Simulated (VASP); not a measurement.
Set up this calculation in VASP 6.6.1, as the native input.

- Task: single point
- Functional: PBEsol
- Potentials or basis: VASP PAW PBE potentials, release 64 (Hf_pv, B)
- Cutoff: 520 eV
- k mesh: 10 × 10 × 8
- Occupations: fermi-dirac, width 0.05 eV
- Spin: no spin polarisation
- Dipole correction: no
- Further INCAR settings: ALGO = Normal; EDIFF = 1e-06; NBANDS = 15

The structure of HfB2 lies in POSCAR:

```
HfB2
1.0
    3.0759003814      0.0000000000      0.0000000000
   -1.5379501907      2.6638078698      0.0000000000
    0.0000000000      0.0000000000      3.4089596583
Hf B
1 2
Direct
    0.0000000000      0.0000000000      0.0000000000
    0.6666666667      0.3333333333      0.5000000000
    0.3333333333      0.6666666667      0.5000000000
```

One way to write it, as run:

INCAR

```
PREC     = Accurate       # precision mode
ENCUT    = 520            # plane-wave cutoff, eV
EDIFF    = 1E-6           # SCF threshold, eV
ISMEAR   = -1             # smearing method
SIGMA    = 0.05           # smearing width, eV
LREAL    = False          # projectors in reciprocal space
LASPH    = True           # aspherical terms in the spheres
NELM     = 80             # most SCF steps
ALGO     = Normal         # electronic algorithm
ISIF     = 2              # what is computed and relaxed
LWAVE    = False          # write WAVECAR
LCHARG   = True           # write CHGCAR
GGA      = PS             # functional
LELF     = True           # ELF
LVHAR    = True         
NBANDS   = 15             # bands
```

KPOINTS

```
Automatic mesh
0
Gamma
  10 10 8
```

Potentials or basis: VASP PAW PBE potentials, release 64 (Hf_pv, B).

Launch:

```console
$ cat potpaw_PBE.64/Hf_pv/POTCAR potpaw_PBE.64/B/POTCAR > POTCAR
$ mpirun -np 1 vasp_std > vasp.out
```

Results of the run:

The pressure is 12.9 GPa. The band gap on the k mesh is zero (band 8 reaches 8.64 eV, above the bottom of band 9 at 7.76 eV).

Caveat: the PAW data sets were made with another functional, which shifts forces and pressure a little; spin-orbit coupling is left out, which moves the levels of the heavy elements.

Run time: 12 s on 1 thread of Intel Xeon 6975P-C, with other jobs on the host, peak memory 0.16 GiB.
